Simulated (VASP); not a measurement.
A run of VASP 6.6.1:

Contents of POSCAR:

```
SrO
1.0
    0.0000000000      2.5765973457      2.5765973457
    2.5765973457      0.0000000000      2.5765973457
    2.5765973457      2.5765973457      0.0000000000
Sr O
1 1
Direct
    0.5000000000      0.5000000000      0.5000000000
    0.0000000000      0.0000000000      0.0000000000
```

The input INCAR.step1:

```
SYSTEM = SrO
PREC = Accurate
ENCUT = 520
EDIFF = 1E-5
ISMEAR = -1
SIGMA = 0.05
LREAL = .FALSE.
LASPH = .TRUE.
NELM = 120
ALGO = Normal
ISIF = 2
LWAVE = .TRUE.
GGA = PE
NBANDS = 15
GGA_COMPAT = .FALSE.
```

Contents of INCAR.step2:

```
SYSTEM = SrO
PREC = Accurate
ENCUT = 520
EDIFF = 1E-6
ISMEAR = -1
SIGMA = 0.05
LREAL = .FALSE.
LASPH = .TRUE.
NELM = 120
ALGO = Normal
ISIF = 2
LWAVE = .FALSE.
LCHARG = .TRUE.
GGA = PE
LHFCALC = .TRUE.
HFSCREEN = 0.2079
PRECFOCK = Normal
LELF = .TRUE.
LVHAR = .TRUE.
ISTART = 1
NBANDS = 15
GGA_COMPAT = .FALSE.
```

Contents of KPOINTS:

```
Automatic mesh
0
G
  5 5 5
  0 0 0
```

Potentials or basis: VASP PAW PBE potentials, release 64 (Sr_sv, O).

Command:

```sh
$ cat potpaw_PBE.64/Sr_sv/POTCAR potpaw_PBE.64/O/POTCAR > POTCAR
$ cp INCAR.step1 INCAR
$ mpirun -np 1 vasp_std > vasp.out
$ cp INCAR.step2 INCAR
$ mpirun -np 1 vasp_std > vasp.out
```

Hardware: 1 thread of Intel(R) Xeon(R) 6975P-C (Granite Rapids), with other jobs on the host.

Estimate the wall time of this run.

It took 6.1 min on 1 thread of Intel(R) Xeon(R) 6975P-C (Granite Rapids), with other jobs on the host, peak memory 0.26 GiB. Counts: k points 10.
